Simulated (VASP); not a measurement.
# H6C2O in VASP: notebook

Runs on H6C2O. Level: PBE+D3(BJ). Tasks: single point.

All numbers are computed with VASP 6.6.1; they aren't measurements. Logs are shortened: lines on timing, memory, paths and dates and some standing lists are left out, and cuts for length are marked.

### Step 1. The cell of the first run

The cell holds a disordered packing, 36 atoms: a = 7.529 Å, b = 7.529 Å, c = 7.529 Å, α = 90.00°, β = 90.00°, γ = 90.00°.

### Step 2. Single point, PBE+D3(BJ)

INCAR

```
  PREC = Accurate
  ENCUT = 520
  EDIFF = 1E-6
  ISMEAR = -1
  SIGMA = 0.02
  LREAL = Auto
  LASPH = True
  NELM = 60
  ALGO = Normal
  ISIF = 2
  LWAVE = False
  LCHARG = False
  GGA = PE
  IVDW = 12
  NBANDS = 64
```

KPOINTS

```
Automatic mesh
0
Gamma
  1 1 1
```

POSCAR

```
H6C2O
1.0
    7.5290720000      0.0000000000      0.0000000000
    0.0000000000      7.5290720000      0.0000000000
    0.0000000000      0.0000000000      7.5290720000
C O H
8 4 24
Direct
    0.3207114222      0.5043039835      0.5509795701
    0.4535438284      0.5323983072      0.6989239056
    0.9087056200      0.5573134929      0.2926260916
    0.8056889934      0.7276227398      0.2640744517
   -0.0325437518      0.7824444705      0.7813226089
    0.1154649479      0.8320275999      0.9092899317
    0.6603922509      0.1165468086      0.2011053456
    0.5377116133      0.2719213872      0.1764905307
    0.5956851342      0.4069983108      0.6792833784
    0.6230104136      0.6846298201      0.2271887003
    0.0890480641      1.0115230491      0.9657537799
    0.3615281537      0.2036986588      0.1452213534
    0.6730909376      0.4211767196      0.7815183068
    0.5060889186      0.6696931839      0.6926978728
    0.3880359189      0.5156465632      0.8293254481
    0.2095682367      0.5971447709      0.5668362787
    0.3833787207      0.5307454892      0.4212830632
    0.2677709551      0.3680279325      0.5525598722
    0.5626524405      0.7970697664      0.2090287008
    0.8144192509      0.8115483023      0.3842712541
    0.8628497107      0.8052318662      0.1533889588
    1.0496574800      0.5907427432      0.3136354770
    0.8619107564      0.4857621524      0.4115773839
    0.8995845559      0.4679508417      0.1770777847
    0.1962748055      1.0528193664      1.0264696185
    0.1135451368      0.7407803792      1.0246624264
    0.2458413983      0.8170150940      0.8435588055
   -0.0221664173      0.6420243762      0.7428161841
   -0.1636397089      0.8029149838      0.8431316267
   -0.0258320743      0.8639186328      0.6601595242
    0.2796112006      0.3031884607      0.1456489036
    0.5383152154      0.3555859000      0.2963620519
    0.5796080760      0.3573145107      0.0651576891
    0.7969344115      0.1602654544      0.2273045128
    0.6168523709      0.0380367214      0.3162009372
    0.6630977134      0.0321515605      0.0820746713
```

Potentials or basis: VASP PAW PBE potentials, release 64 (C, O, H).

Command:

```console
cat potpaw_PBE.64/C/POTCAR potpaw_PBE.64/O/POTCAR potpaw_PBE.64/H/POTCAR > POTCAR
mpirun -np 1 vasp_gam > vasp.out
```

OUTCAR:

```text
PREC = Accurate
   ENCUT = 520
   EDIFF = 1E-6
   ISMEAR = -1
   LREAL = Auto
   LASPH = True
   NELM = 60
   ISIF = 2
   GGA = PE
   IVDW = 12
 IVDW          = 12

 ion  position               nearest neighbor table
   1  0.321  0.504  0.551-  16 1.10  18 1.10  17 1.10   2 1.51
   2  0.454  0.532  0.699-  15 1.11  14 1.11   9 1.43   1 1.51
   3  0.909  0.557  0.293-  24 1.10  22 1.10  23 1.10   4 1.51
   4  0.806  0.728  0.264-  21 1.11  20 1.11  10 1.44   3 1.51
   5  0.967  0.782  0.781-  28 1.10  30 1.10  29 1.10   6 1.52
   6  0.115  0.832  0.909-  27 1.11  26 1.11  11 1.43   5 1.52
   7  0.660  0.117  0.201-  34 1.10  36 1.10  35 1.10   8 1.50
   8  0.538  0.272  0.176-  32 1.10  33 1.10  12 1.44   7 1.50
   9  0.596  0.407  0.679-  13 0.97   2 1.43
  10  0.623  0.685  0.227-  19 0.97   4 1.44
  11  0.089  0.012  0.966-  25 0.98   6 1.43
  12  0.362  0.204  0.145-  31 0.97   8 1.44
  13  0.673  0.421  0.782-   9 0.97
  14  0.506  0.670  0.693-   2 1.11
  15  0.388  0.516  0.829-   2 1.11
  16  0.210  0.597  0.567-   1 1.10
  17  0.383  0.531  0.421-   1 1.10
  18  0.268  0.368  0.553-   1 1.10
[... 16 lines left out ...]
  35  0.617  0.038  0.316-   7 1.10
  36  0.663  0.032  0.082-   7 1.10

  LATTYP: Found a simple cubic cell.
 ALAT       =     7.5290720000

  Lattice vectors:

 A1 = (   7.5290720000,   0.0000000000,   0.0000000000)
 A2 = (   0.0000000000,   7.5290720000,   0.0000000000)
 A3 = (   0.0000000000,   0.0000000000,   7.5290720000)

Analysis of symmetry for initial positions (statically):
=====================================================================
 Subroutine PRICEL returns:
 Original cell was already a primitive cell.

 Routine SETGRP: Setting up the symmetry group for a
 simple cubic supercell.

 Subroutine GETGRP returns: Found  1 space group operations
 (whereof  1 operations were pure point group operations)
 out of a pool of 48 trial point group operations.

The static configuration has the point symmetry C_1 .

Analysis of symmetry for dynamics (positions and initial velocities):
=====================================================================
 Subroutine PRICEL returns:
 Original cell was already a primitive cell.

 Routine SETGRP: Setting up the symmetry group for a
 simple cubic supercell.

 Subroutine GETGRP returns: Found  1 space group operations
 (whereof  1 operations were pure point group operations)
 out of a pool of 48 trial point group operations.

The dynamic configuration has the point symmetry C_1 .

 Subroutine INISYM returns: Found  1 space group operations
 (whereof  1 operations are pure point group operations),
 and found     1 'primitive' translations

----------------------------------------------------------------------------------------

                                     Primitive cell

  volume of cell :     426.7999

  direct lattice vectors                    reciprocal lattice vectors
     7.529072000  0.000000000  0.000000000     0.132818493  0.000000000  0.000000000
     0.000000000  7.529072000  0.000000000     0.000000000  0.132818493  0.000000000
     0.000000000  0.000000000  7.529072000     0.000000000  0.000000000  0.132818493

  length of vectors
     7.529072000  7.529072000  7.529072000     0.132818493  0.132818493  0.132818493

  position of ions in fractional coordinates (direct lattice)
     0.320711422  0.504303984  0.550979570
     0.453543828  0.532398307  0.698923906
     0.908705620  0.557313493  0.292626092
     0.805688993  0.727622740  0.264074452
     0.967456248  0.782444471  0.781322609
     0.115464948  0.832027600  0.909289932
[... 28 lines left out ...]
     0.616852371  0.038036721  0.316200937
     0.663097713  0.032151560  0.082074671

  ion indices of the primitive-cell ions
   primitive index   ion index
                 1           1
                 2           2
                 3           3
                 4           4
                 5           5
                 6           6
[... 28 lines left out ...]
                35          35
                36          36

----------------------------------------------------------------------------------------

 KPOINTS: Automatic mesh

Automatic generation of k-mesh.
 Grid dimensions read from file:
 generate k-points for:    1    1    1

 Generating k-lattice:

  Cartesian coordinates                     Fractional coordinates (reciprocal lattice)
     0.132818493  0.000000000  0.000000000     1.000000000  0.000000000  0.000000000
     0.000000000  0.132818493  0.000000000     0.000000000  1.000000000  0.000000000
     0.000000000  0.000000000  0.132818493     0.000000000  0.000000000  1.000000000

  Length of vectors
     0.132818493  0.132818493  0.132818493

  Shift w.r.t. Gamma in fractional coordinates (k-lattice)
     0.000000000  0.000000000  0.000000000

 Subroutine IBZKPT returns following result:
 ===========================================

 Found      1 irreducible k-points:

 Following reciprocal coordinates:
            Coordinates               Weight
  0.000000  0.000000  0.000000      1.000000
   k-points           NKPTS =      1   k-points in BZ     NKDIM =      1   number of bands    NBANDS=     64
   number of dos      NEDOS =    301   number of ions     NIONS =     36
   total plane-waves  NPLWV = 175616
   dimension x,y,z NGX =    56 NGY =   56 NGZ =   56
   dimension x,y,z NGXF=   112 NGYF=  112 NGZF=  112
   ions per type =               8   4  24
   NGX,Y,Z   is equivalent  to a cutoff of  12.37, 12.37, 12.37 a.u.
   NGXF,Y,Z  is equivalent  to a cutoff of  24.73, 24.73, 24.73 a.u.
 SYSTEM =  unknown system
   PREC   = accura    normal or accurate (medium, high low for compatibility)
   ISTART =      0    job   : 0-new  1-cont  2-samecut
   ICHARG =      2    charge: 1-file 2-atom 10-const
   ISPIN  =      1    spin polarized calculation?
   LNONCOLLINEAR =      F non collinear calculations
   LSORBIT =      F    spin-orbit coupling
   LASPH  =      T    aspherical Exc in radial PAW
   ENCUT  =  520.0 eV  38.22 Ry    6.18 a.u.  14.00 14.00 14.00*2*pi/ulx,y,z
   NELM   =     60;   NELMIN=  2; NELMDL= -5     # of ELM steps
   EDIFF  = 0.1E-05   stopping-criterion for ELM
   LREAL  =      T    real-space projection
   EDIFFG = 0.1E-04   stopping-criterion for IOM
   NSW    =      0    number of steps for IOM
   IBRION =     -1    ionic relax: 0-MD 1-quasi-New 2-CG
   NFREE  =      0    steps in history (QN), initial steepest desc. (CG)
   ISIF   =      2    stress and relaxation
   ISYM   =      2    0-nonsym 1-usesym 2-fastsym
   POTIM  = 0.5000    time-step for ionic-motion
   TEBEG  =    0.0;   TEEND  =   0.0 temperature during run
   PSTRESS=    0.0 pullay stress
   NELECT =      80.0000    total number of electrons
   NUPDOWN=      -1.0000    fix difference up-down
   EMIN   =  10.00;   EMAX   =-10.00  energy-range for DOS
   EFERMI =   0.00;   METHOD = LEGACY
   ISMEAR =    -1;   SIGMA  =   0.02  broadening in eV -4-tet -1-fermi 0-gaus
   EFERMI_NEDOS =   21; number of points for ismear=-14 and -15
   IALGO  =     38    algorithm
   IMIX   =      4    mixing-type and parameters
     AMIX     =   0.40;   BMIX     =  1.00
     AMIX_MAG =   1.60;   BMIX_MAG =  1.00
  volume/ion in A,a.u.               =      11.86        80.01
  Fermi-wavevector in a.u.,A,eV,Ry     =   0.936907  1.770498 11.943135  0.877796
  Thomas-Fermi vector in A             =   2.063965
   LORBIT       =      0    0 simple, 1 ext, 2 COOP (PROOUT), +10 PAW based schemes
   GGA     = PE    functional components
   LHFCALC =     F    Hartree Fock is set to
   AEXX    =    0.0000 exact exchange contribution
   IVDW    =    12    specifies the selected vdW correction
   LEPSILON=     F    determine dielectric tensor
   LRPA    =     F    only Hartree local field effects (RPA)
 non-spin polarized calculation
  energy-cutoff  :      520.00
  volume of cell :      426.80
 maximum number of plane-waves:      5730
 NGX is ok and might be reduce to    54
   NGX = 27   NGY = 27   NGZ = 27

 number of electron      79.9999998 magnetization

 Free energy of the ion-electron system (eV)
  ---------------------------------------------------
  ext. energy  EPLUGINS =         0.00000000
  ---------------------------------------------------
  free energy    TOTEN  =      -187.80420692 eV

  energy without entropy =     -187.80420692  energy(sigma->0) =     -187.80420692

 E-fermi :  -2.6499     XC(G=0):  -6.0675

 val. band max:       -3.2021506616   @ k =   0.0000   0.0000   0.0000
 cond. band min:       1.4246195532   @ k =   0.0000   0.0000   0.0000
 fundamental gap:      4.6267702148
 Fermi energy:        -2.6498506062

 k-point     1 :       0.0000    0.0000    0.0000
  band No.  band energies     occupation
      1     -22.9614      2.00000
      2     -22.6461      2.00000
      3     -22.6312      2.00000
      4     -22.2798      2.00000
      5     -15.9518      2.00000
      6     -15.8249      2.00000
[... 44 lines left out ...]
     51       4.7559      0.00000
     52       5.0700      0.00000
 [bands above 52 left out]

------------------------ aborting loop because EDIFF is reached ----------------------------------------

 Edisp (eV)   -1.23922

 E8    (eV) :    -0.2762

  FORCE on cell =-STRESS in cart. coord.  units (eV):
  Direction    XX          YY          ZZ          XY          YZ          ZX
  --------------------------------------------------------------------------------------
  -------------------------------------------------------------------------------------
  Total       0.17319     0.13273    -0.72891    -1.08886     0.02737     0.04122
  in kB       0.65014     0.49824    -2.73629    -4.08749     0.10273     0.15473
  external pressure =       -0.53 kB  Pullay stress =        0.00 kB

 VOLUME and BASIS-vectors are now :
 -----------------------------------------------------------------------------
  energy-cutoff  :      520.00
  volume of cell :      426.80
      direct lattice vectors                 reciprocal lattice vectors
     7.529072000  0.000000000  0.000000000     0.132818493  0.000000000  0.000000000
     0.000000000  7.529072000  0.000000000     0.000000000  0.132818493  0.000000000
     0.000000000  0.000000000  7.529072000     0.000000000  0.000000000  0.132818493

 POSITION                                       TOTAL-FORCE (eV/Angst)
 -----------------------------------------------------------------------------------
      2.41466      3.79694      4.14836         0.006613     -0.012013     -0.104221
      3.41476      4.00847      5.26225        -0.007485      0.126094     -0.016104
      6.84171      4.19605      2.20320         0.172574     -0.028971      0.148978
      6.06609      5.47832      1.98824         0.130570     -0.034622      0.031689
      7.28405      5.89108      5.88263        -0.011240      0.025329     -0.012070
      0.86934      6.26440      6.84611        -0.044735      0.039067     -0.072936
[... 28 lines left out ...]
      4.64433      0.28638      2.38070        -0.016438      0.017300      0.049063
      4.99251      0.24207      0.61795         0.019740      0.007511     -0.054026
 -----------------------------------------------------------------------------------
    total drift:                                0.011532     -0.006185      0.002476

  FREE ENERGIE OF THE ION-ELECTRON SYSTEM (eV)
  ---------------------------------------------------
  free  energy   TOTEN  =      -189.0434266190 eV

  energy  without entropy=     -189.0434266190  energy(sigma->0) =     -189.04342662
```

Run time: 51 s. Hardware: 1 thread of Intel Xeon Platinum 8488C (Sapphire Rapids), shared host; peak memory 0.38 GiB.

What came out:

* Free energy: -189.0434 eV
* Pressure: -0.1 GPa
* Largest force: 0.232 eV/Å
* Band gap on the k mesh: 4.63 eV
* Dispersion energy per atom: -0.034 eV

Forces in eV/Å, atoms in the order of the input:
```
C    0.007 -0.012 -0.104
C   -0.007  0.126 -0.016
C    0.173 -0.029  0.149
C    0.131 -0.035  0.032
C   -0.011  0.025 -0.012
C   -0.045  0.039 -0.073
C    0.097 -0.043  0.023
C    0.069  0.164  0.149
O    0.033 -0.028  0.008
O    0.003 -0.070 -0.070
O   -0.126 -0.055 -0.034
O   -0.204 -0.029 -0.038
H    0.092 -0.057 -0.003
H   -0.011 -0.034  0.033
H    0.022 -0.017  0.034
H    0.005 -0.011  0.006
H   -0.039 -0.005  0.116
H    0.033  0.051 -0.001
H   -0.142  0.128 -0.049
H    0.006 -0.086 -0.031
H   -0.034 -0.095  0.131
H   -0.116 -0.082 -0.045
H   -0.037  0.037 -0.135
H   -0.020  0.080  0.037
H    0.171  0.027  0.008
H    0.038 -0.003 -0.010
H   -0.002  0.024  0.010
H   -0.012 -0.011 -0.003
H    0.064  0.016 -0.019
H   -0.014 -0.008  0.074
H   -0.054  0.114  0.046
H    0.003 -0.070 -0.103
H   -0.010 -0.044 -0.049
H   -0.062 -0.031 -0.052
H   -0.016  0.017  0.049
H    0.020  0.008 -0.054
```

Caveat: the k points lie up to 0.83 Å⁻¹ apart.

(Part 1 of 2 ends here.)
